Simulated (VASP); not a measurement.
Write the native input for VASP 6.6.1 that does the following.

- Task: relaxation of cell and atoms
- Functional: PBE
- Potentials or basis: VASP PAW PBE potentials, release 64 (As, Pt)
- Cutoff: 600 eV
- k mesh: 18 × 18 × 16
- Occupations: gaussian, width 0.1 eV
- Spin: no spin polarisation
- Dipole correction: no
- Further INCAR settings: ALGO = Normal; EDIFF = 1e-07; IBRION = 2; EDIFFG = -0.01; NSW = 100; ISIF = 3

The structure of AsPt lies in POSCAR:

```
AsPt
1.0
    3.1860383863      0.0000000000      0.0000000000
    0.0000000000      3.1860383863      0.0000000000
    0.0000000000      0.0000000000      3.2753261671
As Pt
1 1
Direct
    0.0000000000      0.0000000000      0.0000000000
    0.5000000000      0.5000000000      0.5000000000
```

The cell was generated, and may not be a known phase.

The input as run:

INCAR

```
SYSTEM = AsPt
PREC = Accurate
ENCUT = 600
EDIFF = 1E-7
ISMEAR = 0
SIGMA = 0.1
LREAL = .False.
LASPH = .True.
NELM = 60
ALGO = Normal
ISIF = 3
LWAVE = .False.
LCHARG = .False.
GGA = PE
IBRION = 2
NSW = 100
EDIFFG = -0.01
```

KPOINTS

```
regular mesh
0
Gamma
  18 18 16
  0 0 0
```

Potentials or basis: VASP PAW PBE potentials, release 64 (As, Pt).

Run with:

```console
$ cat potpaw_PBE.64/As/POTCAR potpaw_PBE.64/Pt/POTCAR > POTCAR
$ mpirun -np 1 vasp_std > vasp.out
```

It gave:

```
Relaxed volume                        : 16.72 Å³/atom
Relaxed cell                          : a = 3.192 Å, b = 3.192 Å, c = 3.281 Å, α = 90.00°, β = 90.00°, γ = 90.00°
Space group after relaxing (to 0.1 Å) : Pm-3m (No. 221)
Energy gained by relaxing             : 0.3 meV/atom
Ionic steps                           : 3
Pressure after relaxing               : 0.0 GPa
Band gap on the k mesh                : zero (an odd number of electrons rules out a gap without spin polarisation)
```

Caveat: spin-orbit coupling is left out, which moves the levels of the heavy elements; an odd number of electrons without spin polarisation forces a metal; a magnetic or distorted state may lie lower.

It took 7.3 min on 1 thread of Intel(R) Xeon(R) Platinum 8259CL CPU @ 2.50GHz (Skylake/Cascade Lake), on a shared host, peak memory 0.41 GiB.
